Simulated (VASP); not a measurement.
# KBr (P6_3/mmc) in VASP: single point with HSE06

Aim: the single point of KBr with HSE06.

All numbers are computed with VASP 6.6.1; they aren't measurements. Logs are shortened: lines on timing, memory, paths and dates and some standing lists are left out, and cuts for length are marked.

## Step 1: The cell of the first run

It takes space group P6_3/mmc (No. 194, hexagonal). Conventional cell: a = 4.559 Å, b = 4.559 Å, c = 8.020 Å, α = 90.00°, β = 90.00°, γ = 120.00°. Within 4.6 Å of K (site symmetry -3m) lie 6 Br at 3.31 Å and 8 K at 4.01 to 4.56 Å. Br (site symmetry -6m2) has 6 K at 3.31 Å and 6 Br at 4.56 Å within 4.6 Å.

## Step 2: Single point, HSE06

POSCAR reads:

```
KBr
1.0
    4.5592982998      0.0000000000      0.0000000000
   -2.2796491499      3.9484681511      0.0000000000
    0.0000000000      0.0000000000      8.0200647660
K Br
2 2
Direct
    0.0000000000      0.0000000000      0.0000000000
    0.0000000000      0.0000000000      0.5000000000
    0.3333333333      0.6666666667      0.2500000000
    0.6666666667      0.3333333333      0.7500000000
```

INCAR.step1 reads:

```
PREC = Accurate
ENCUT = 400
EDIFF = 1E-5
ISMEAR = 0
SIGMA = 0.01
LREAL = F
LASPH = T
NELM = 120
ALGO = Normal
ISIF = 2
LWAVE = T
LCHARG = F
GGA = PE
NBANDS = 24
GGA_COMPAT = F
```

INCAR.step2 reads:

```
PREC = Accurate
ENCUT = 400
EDIFF = 1E-6
ISMEAR = 0
SIGMA = 0.01
LREAL = F
LASPH = T
NELM = 120
ALGO = Normal
ISIF = 2
LWAVE = F
LCHARG = F
GGA = PE
LHFCALC = T
HFSCREEN = 0.2079
PRECFOCK = Normal
ISTART = 1
NBANDS = 24
GGA_COMPAT = F
```

KPOINTS reads:

```
Automatic mesh
0
Gamma
  6 6 2
```

Potentials or basis: VASP PAW PBE potentials, release 64 (K_sv, Br).

Started as:

```console
$ cat potpaw_PBE.64/K_sv/POTCAR potpaw_PBE.64/Br/POTCAR > POTCAR
$ cp INCAR.step1 INCAR
$ mpirun -np 1 vasp_std > vasp.out
$ cp INCAR.step2 INCAR
$ mpirun -np 1 vasp_std > vasp.out
```

OUTCAR:

```text
PREC = Accurate
   ENCUT = 400
   EDIFF = 1E-6
   ISMEAR = 0
   LREAL = F
   LASPH = T
   NELM = 120
   ISIF = 2
   GGA = PE
   LHFCALC = T
   HFSCREEN = 0.2079
   PRECFOCK = Normal
   ISTART = 1

 ion  position               nearest neighbor table
   1  0.000  0.000  0.000-
   2  0.000  0.000  0.500-
   3  0.333  0.667  0.250-
   4  0.667  0.333  0.750-

  LATTYP: Found a hexagonal cell.
 ALAT       =     4.5592982998
 C/A-ratio  =     1.7590568194

  Lattice vectors:

 A1 = (   4.5592982998,   0.0000000000,   0.0000000000)
 A2 = (  -2.2796491499,   3.9484681511,   0.0000000000)
 A3 = (   0.0000000000,   0.0000000000,   8.0200647660)

Analysis of symmetry for initial positions (statically):
=====================================================================
 Subroutine PRICEL returns:
 Original cell was already a primitive cell.

 Routine SETGRP: Setting up the symmetry group for a
 hexagonal supercell.

 Subroutine GETGRP returns: Found 24 space group operations
 (whereof 12 operations were pure point group operations)
 out of a pool of 24 trial point group operations.

The static configuration has the point symmetry D_3d.
 The point group associated with its full space group is D_6h.

Analysis of symmetry for dynamics (positions and initial velocities):
=====================================================================
 Subroutine PRICEL returns:
 Original cell was already a primitive cell.

 Routine SETGRP: Setting up the symmetry group for a
 hexagonal supercell.

 Subroutine GETGRP returns: Found 24 space group operations
 (whereof 12 operations were pure point group operations)
 out of a pool of 24 trial point group operations.

The dynamic configuration has the point symmetry D_3d.
 The point group associated with its full space group is D_6h.

 Subroutine INISYM returns: Found 24 space group operations
 (whereof 12 operations are pure point group operations),
 and found     1 'primitive' translations

----------------------------------------------------------------------------------------

                                     Primitive cell

  volume of cell :     144.3792

  direct lattice vectors                    reciprocal lattice vectors
     4.559298300  0.000000000  0.000000000     0.219331997  0.126631387  0.000000000
    -2.279649150  3.948468151  0.000000000     0.000000000  0.253262775  0.000000000
     0.000000000  0.000000000  8.020064766     0.000000000  0.000000000  0.124687272

  length of vectors
     4.559298300  4.559298300  8.020064766     0.253262775  0.253262775  0.124687272

  position of ions in fractional coordinates (direct lattice)
     0.000000000  0.000000000  0.000000000
     0.000000000  0.000000000  0.500000000
     0.333333333  0.666666667  0.250000000
     0.666666667  0.333333333  0.750000000

  ion indices of the primitive-cell ions
   primitive index   ion index
                 1           1
                 2           2
                 3           3
                 4           4

----------------------------------------------------------------------------------------

 KPOINTS: Automatic mesh

Automatic generation of k-mesh.
 Grid dimensions read from file:
 generate k-points for:    6    6    2

 Generating k-lattice:

  Cartesian coordinates                     Fractional coordinates (reciprocal lattice)
     0.036555333  0.021105231  0.000000000     0.166666667  0.000000000  0.000000000
     0.000000000  0.042210462  0.000000000     0.000000000  0.166666667  0.000000000
     0.000000000  0.000000000  0.062343636     0.000000000  0.000000000  0.500000000

  Length of vectors
     0.042210462  0.042210462  0.062343636

  Shift w.r.t. Gamma in fractional coordinates (k-lattice)
     0.000000000  0.000000000  0.000000000

 Subroutine IBZKPT returns following result:
 ===========================================

 Found     14 irreducible k-points:

 Following reciprocal coordinates:
            Coordinates               Weight
  0.000000  0.000000  0.000000      1.000000
  0.166667 -0.000000  0.000000      6.000000
  0.333333 -0.000000  0.000000      6.000000
  0.500000  0.000000  0.000000      3.000000
  0.166667  0.166667  0.000000      6.000000
  0.333333  0.166667  0.000000     12.000000
  0.333333  0.333333  0.000000      2.000000
  0.000000  0.000000  0.500000      1.000000
  0.166667 -0.000000  0.500000      6.000000
  0.333333 -0.000000  0.500000      6.000000
  0.500000  0.000000  0.500000      3.000000
  0.166667  0.166667  0.500000      6.000000
  0.333333  0.166667  0.500000     12.000000
  0.333333  0.333333  0.500000      2.000000
   k-points           NKPTS =     14   k-points in BZ     NKDIM =     72   number of bands    NBANDS=     24
   number of dos      NEDOS =    301   number of ions     NIONS =      4
   total plane-waves  NPLWV =  48600
   dimension x,y,z NGX =    30 NGY =   30 NGZ =   54
   dimension x,y,z NGXF=    60 NGYF=   60 NGZF=  108
   ions per type =               2   2
   NGX,Y,Z   is equivalent  to a cutoff of  10.94, 10.94, 11.19 a.u.
   NGXF,Y,Z  is equivalent  to a cutoff of  21.88, 21.88, 22.39 a.u.
 SYSTEM =  unknown system
   PREC   = accura    normal or accurate (medium, high low for compatibility)
   ISTART =      1    job   : 0-new  1-cont  2-samecut
   ICHARG =      0    charge: 1-file 2-atom 10-const
   ISPIN  =      1    spin polarized calculation?
   LNONCOLLINEAR =      F non collinear calculations
   LSORBIT =      F    spin-orbit coupling
   LASPH  =      T    aspherical Exc in radial PAW
   ENCUT  =  400.0 eV  29.40 Ry    5.42 a.u.   7.44  7.44 13.08*2*pi/ulx,y,z
   NELM   =    120;   NELMIN=  2; NELMDL=  0     # of ELM steps
   EDIFF  = 0.1E-05   stopping-criterion for ELM
   LREAL  =      F    real-space projection
   EDIFFG = 0.1E-04   stopping-criterion for IOM
   NSW    =      0    number of steps for IOM
   IBRION =     -1    ionic relax: 0-MD 1-quasi-New 2-CG
   NFREE  =      0    steps in history (QN), initial steepest desc. (CG)
   ISIF   =      2    stress and relaxation
   ISYM   =      3    0-nonsym 1-usesym 2-fastsym
   POTIM  = 0.5000    time-step for ionic-motion
   TEBEG  =    0.0;   TEEND  =   0.0 temperature during run
   PSTRESS=    0.0 pullay stress
   NELECT =      32.0000    total number of electrons
   NUPDOWN=      -1.0000    fix difference up-down
   EMIN   =  10.00;   EMAX   =-10.00  energy-range for DOS
   EFERMI =   0.00;   METHOD = LEGACY
   ISMEAR =     0;   SIGMA  =   0.01  broadening in eV -4-tet -1-fermi 0-gaus
   EFERMI_NEDOS =   21; number of points for ismear=-14 and -15
   IALGO  =     38    algorithm
   IMIX   =      1    mixing-type and parameters
     AMIX     =   0.40;   BMIX     =  1.00
     AMIX_MAG =   1.60;   BMIX_MAG =  1.00
  volume/ion in A,a.u.               =      36.09       243.58
  Fermi-wavevector in a.u.,A,eV,Ry     =   0.990733  1.872214 13.354825  0.981552
  Thomas-Fermi vector in A             =   2.122424
   LORBIT       =      0    0 simple, 1 ext, 2 COOP (PROOUT), +10 PAW based schemes
   GGA     = PE    functional components
   LHFCALC =     T    Hartree Fock is set to
   PRECFOCK=normal    Normal, Fast or Accurate (Low or Medium for compatibility)
   ENCUT4O =  -1.0   cutoff for four orbital integrals eV
   NKREDX  =     1    reduce k-point grid by
   NKREDY  =     1    reduce k-point grid by
   NKREDZ  =     1    reduce k-point grid by
   AEXX    =    0.2500 exact exchange contribution
   HFSCREEN=    0.2079 screening length (either q_TF or 0.3 A-1)
   HFSCREENC=   0.2079 screening length for correlation (either q_TF or 0.3 A-1)
   ENCUTFOCK=  -1.0 apply spherical cutoff to Coloumb kernel
   IVDW    =     0    specifies the selected vdW correction
   LEPSILON=     F    determine dielectric tensor
   LRPA    =     F    only Hartree local field effects (RPA)
 non-spin polarized calculation
 Gauss-broadening in eV      SIGMA  =   0.01
  energy-cutoff  :      400.00
  volume of cell :      144.38
 maximum number of plane-waves:      2642
 NGX is ok and might be reduce to    30
  NGX = 24; NGY = 24; NGZ = 40

 number of electron      31.9999999 magnetization

 Free energy of the ion-electron system (eV)
  ---------------------------------------------------
  ext. energy  EPLUGINS =         0.00000000
  ---------------------------------------------------
  free energy    TOTEN  =       -14.23661107 eV

  energy without entropy =      -14.23661107  energy(sigma->0) =      -14.23661107

 E-fermi :  -2.4714     XC(G=0):  -6.1660

 val. band max:       -2.5493921688   @ k =   0.0000   0.0000   0.0000
 cond. band min:       2.9643028123   @ k =   0.0000   0.0000   0.0000
 fundamental gap:      5.5136949810
 Fermi energy:        -2.4713652239

 k-point     1 :       0.0000    0.0000    0.0000
  band No.  band energies     occupation
      1     -32.6898      2.00000
      2     -32.6777      2.00000
      3     -16.1678      2.00000
      4     -15.9340      2.00000
      5     -14.8125      2.00000
      6     -14.8125      2.00000
[... 16 lines left out ...]
     23       6.9129      0.00000
     24       6.9694      0.00000

 k-point     2 :       0.1667   -0.0000    0.0000
  band No.  band energies     occupation
      1     -32.6885      2.00000
      2     -32.6766      2.00000
      3     -16.1055      2.00000
      4     -15.9724      2.00000
      5     -14.8187      2.00000
      6     -14.8104      2.00000
[... 16 lines left out ...]
     23       7.1152      0.00000
     24       7.1809      0.00000

 k-point     3 :       0.3333   -0.0000    0.0000
  band No.  band energies     occupation
      1     -32.6859      2.00000
      2     -32.6744      2.00000
      3     -16.0728      2.00000
      4     -15.9189      2.00000
      5     -14.8554      2.00000
      6     -14.8319      2.00000
[... 16 lines left out ...]
     23       7.9165      0.00000
     24       8.1762      0.00000

 k-point     4 :       0.5000    0.0000    0.0000
  band No.  band energies     occupation
      1     -32.6846      2.00000
      2     -32.6732      2.00000
      3     -16.1020      2.00000
      4     -15.8186      2.00000
      5     -14.9390      2.00000
      6     -14.8775      2.00000
[... 16 lines left out ...]
     23       8.4744      0.00000
     24       8.5453      0.00000

 k-point     5 :       0.1667    0.1667    0.0000
  band No.  band energies     occupation
      1     -32.6866      2.00000
      2     -32.6749      2.00000
      3     -16.0164      2.00000
      4     -16.0067      2.00000
      5     -14.8510      2.00000
      6     -14.8396      2.00000
[... 16 lines left out ...]
     23       7.6204      0.00000
     24       7.9647      0.00000

 k-point     6 :       0.3333    0.1667    0.0000
  band No.  band energies     occupation
      1     -32.6846      2.00000
      2     -32.6732      2.00000
      3     -16.0533      2.00000
      4     -15.8903      2.00000
      5     -14.9227      2.00000
      6     -14.8653      2.00000
[... 16 lines left out ...]
     23       7.8327      0.00000
     24       8.5298      0.00000
[... 109 lines left out ...]
 k-point    11 :       0.5000    0.0000    0.5000
  band No.  band energies     occupation
      1     -32.6789      2.00000
      2     -32.6789      2.00000
      3     -15.9776      2.00000
      4     -15.9776      2.00000
      5     -14.8547      2.00000
      6     -14.8547      2.00000
[... 16 lines left out ...]
     23       8.5148      0.00000
     24       8.5148      0.00000

 k-point    12 :       0.1667    0.1667    0.5000
  band No.  band energies     occupation
      1     -32.6807      2.00000
      2     -32.6807      2.00000
      3     -16.0064      2.00000
      4     -16.0064      2.00000
      5     -14.8535      2.00000
      6     -14.8535      2.00000
[... 16 lines left out ...]
     23       8.1541      0.00000
     24       8.1541      0.00000

 k-point    13 :       0.3333    0.1667    0.5000
  band No.  band energies     occupation
      1     -32.6789      2.00000
      2     -32.6789      2.00000
      3     -15.9754      2.00000
      4     -15.9754      2.00000
      5     -14.8564      2.00000
      6     -14.8564      2.00000
[... 16 lines left out ...]
     23       8.2759      0.00000
     24       8.2759      0.00000

 k-point    14 :       0.3333    0.3333    0.5000
  band No.  band energies     occupation
      1     -32.6783      2.00000
      2     -32.6783      2.00000
      3     -15.9631      2.00000
      4     -15.9631      2.00000
      5     -14.8679      2.00000
      6     -14.8679      2.00000
[... 16 lines left out ...]
     23       7.8299      0.00000
     24       7.8336      0.00000

------------------------ aborting loop because EDIFF is reached ----------------------------------------

  FORCE on cell =-STRESS in cart. coord.  units (eV):
  Direction    XX          YY          ZZ          XY          YZ          ZX
  --------------------------------------------------------------------------------------
  -------------------------------------------------------------------------------------
  Total        0.3908532      0.3908532      0.3844509      0.0000000     -0.0000000     -0.0000000
  in kB        4.3373028      4.3373028      4.2662568      0.0000000     -0.0000000     -0.0000000
  external PRESSURE =       4.3136208 kB  Pullay stress =       0.0000000 kB

 VOLUME and BASIS-vectors are now :
 -----------------------------------------------------------------------------
  energy-cutoff  :      400.00
  volume of cell :      144.38
      direct lattice vectors                 reciprocal lattice vectors
     4.559298300  0.000000000  0.000000000     0.219331997  0.126631387  0.000000000
    -2.279649150  3.948468151  0.000000000     0.000000000  0.253262775  0.000000000
     0.000000000  0.000000000  8.020064766     0.000000000  0.000000000  0.124687272

 POSITION                                       TOTAL-FORCE (eV/Angst)
 -----------------------------------------------------------------------------------
      0.00000      0.00000      0.00000        -0.000000      0.000000     -0.000000
      0.00000      0.00000      4.01003        -0.000000      0.000000     -0.000000
     -0.00000      2.63231      2.00502        -0.000000      0.000000     -0.000000
      2.27965      1.31616      6.01505         0.000000     -0.000000      0.000000
 -----------------------------------------------------------------------------------
    total drift:                                0.000000     -0.000000      0.000000

  FREE ENERGIE OF THE ION-ELECTRON SYSTEM (eV)
  ---------------------------------------------------
  free  energy   TOTEN  =       -14.2366110656 eV

  energy  without entropy=      -14.2366110656  energy(sigma->0) =      -14.23661107
```

Wall time 71 min (1 thread of Intel Xeon Platinum 8259CL at 2.50GHz (Skylake/Cascade Lake), shared host); peak memory 0.36 GiB.

What came out:

```yaml
Free_energy: -14.2366 eV
Pressure: 0.4 GPa
Band_gap_on_the_k_mesh: 5.51 eV
```

Caveat: the PAW data sets were made with another functional, which shifts forces and pressure a little.
